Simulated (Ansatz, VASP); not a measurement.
Ge: VASP beside Ansatz

```
Ge
1.0
     3.91426    0.00000    0.00000
    -2.85923    2.67324    0.00000
    -0.32375   -1.41703    3.63436
Ge
2
Cartesian
  -2.0292 2.1477 0.9086
  2.7605 -0.8915 2.7258
```

Alike in both runs: task single point; functional LDA; k mesh 11 × 11 × 11; occupations methfessel-paxton of order 1, width 0.1 eV; no spin polarisation.

|  | VASP | Ansatz |
| --- | --- | --- |
| version | VASP 6.6.1 | Ansatz 0.2.0 |
| potentials or method | VASP PAW LDA potentials, release 64 (Ge_d) | plane waves, PAW |
| plane-wave cutoff (eV) | 520 | 420 |
| valence electrons in the cell | 28 | 28 |

```tsv
	VASP	Ansatz	Ansatz less VASP
gap on the k mesh at the Fermi level (eV)	none	none	-
pressure (GPa)	-4.3	-4.3	+0.02
traceless stress, the component that is largest in VASP (GPa)	-1.13	-1.12	+0.012
rms of the force components (eV/Å)	0.044	0.044	0.0000
```

LDA's correlation is that of Perdew and Zunger in VASP and of Perdew and Wang (1992) in Ansatz. Atom by atom the forces differ by 0.000 eV/Å (rms over components). A gap of «none» marks a metal or a gap that the smearing closes.
